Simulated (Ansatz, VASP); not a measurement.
**ZrC in VASP and in Ansatz**

```
CELL_PARAMETERS angstrom
3.88824 0.00000 0.00000
-1.94412 3.36731 0.00000
0.00000 0.00000 4.71394
ATOMIC_POSITIONS crystal
Zr 0.33333 0.66667 0.94219
Zr 0.66667 0.33333 0.44219
C 0.33333 0.66667 0.43381
C 0.66667 0.33333 0.93381
```

Alike in both runs: task electric field gradients; functional PBE; k mesh 13 × 13 × 7; occupations fermi-dirac, width 0.05 eV; no spin polarisation.

```csv
,VASP,Ansatz
version,VASP 6.6.1,Ansatz 0.2.0
potentials or method,"VASP PAW PBE potentials, release 64 (Zr_sv, C), cutoff 520 eV","all-electron PAW with datasets made for the crystal, scalar-relativistic"
```

VASP gave:

| Quantity | Value |
| --- | --- |
| pressure (GPa) | 0.2 |
| size of Vzz on the site where it differs most (V/Å²) | 80.2 |

**Question.** What did Ansatz give for the same quantities?

**Answer.** Pressure (GPa): 0.0; size of Vzz on the site where it differs most (V/Å²): 80.5.

Ansatz ran all-electron here, and VASP with PAW potentials.
